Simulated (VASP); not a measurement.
Wanted: the native input for a VASP 6.6.1 run.

```yaml
Task: single point
Functional: PBE
Dispersion: D3(BJ)
Potentials_or_basis: VASP PAW PBE potentials, release 64 (S, Pt)
Cutoff: 520 eV
k_mesh: 9 × 9 × 1
Occupations: gaussian, width 0.05 eV
Spin: no spin polarisation
Dipole_correction: yes
Further_INCAR_settings: ALGO = Normal; EDIFF = 1e-07; NBANDS = 31
```

The structure of PtS2 lies in POSCAR:

```
PtS2
1.0
    3.5415277692      0.0000000000      0.0000000000
   -1.7707638846      3.0670530163      0.0000000000
    0.0000000000      0.0000000000     22.4670602589
S Pt
4 2
Direct
    0.6666666667      0.3333333333      0.2002932270
    0.3333333333      0.6666666667      0.3108341745
    0.5000000000      1.3333333333      0.4750746206
    0.1666666667      1.6666666667      0.5856155682
    0.0000000000      0.0000000000      0.2555637007
   -0.1666666667      1.0000000000      0.5303450944
```

This cell differs from its parent crystal: layers slid over each other.

The input as run:

INCAR

```
SYSTEM = PtS2
PREC = Accurate ; ENCUT = 520
EDIFF = 1E-7 ; ISMEAR = 0
SIGMA = 0.05 ; LREAL = .FALSE.
LASPH = .TRUE. ; NELM = 60
ALGO = Normal ; ISIF = 2
LWAVE = .FALSE. ; LCHARG = .TRUE.
LDIPOL = .TRUE. ; IDIPOL = 3
DIPOL = 0.5 0.5 0.393 ; GGA = PE
IVDW = 12 ; LELF = .TRUE.
LVHAR = .TRUE. ; LVACPOTAV = .TRUE.
NBANDS = 31
```

KPOINTS

```
regular mesh
0
G
  9 9 1
  0 0 0
```

Potentials or basis: VASP PAW PBE potentials, release 64 (S, Pt).

The run is started by

```sh
$ cat potpaw_PBE.64/S/POTCAR potpaw_PBE.64/Pt/POTCAR > POTCAR
$ mpirun -np 1 vasp_std > vasp.out
```

Results of the run:

```
Largest force              : 0.063 eV/Å
Band gap on the k mesh     : 1.56 eV (least direct gap 1.65 eV)
Dispersion energy per atom : -0.309 eV
```

Caveat: the cell differs from its parent crystal (layers slid over each other); spin-orbit coupling is left out, which moves the levels of the heavy elements.

It took 6.9 min on 1 thread of Intel(R) Xeon(R) Platinum 8259CL CPU @ 2.50GHz (Skylake/Cascade Lake) (shared host), peak memory 0.51 GiB.
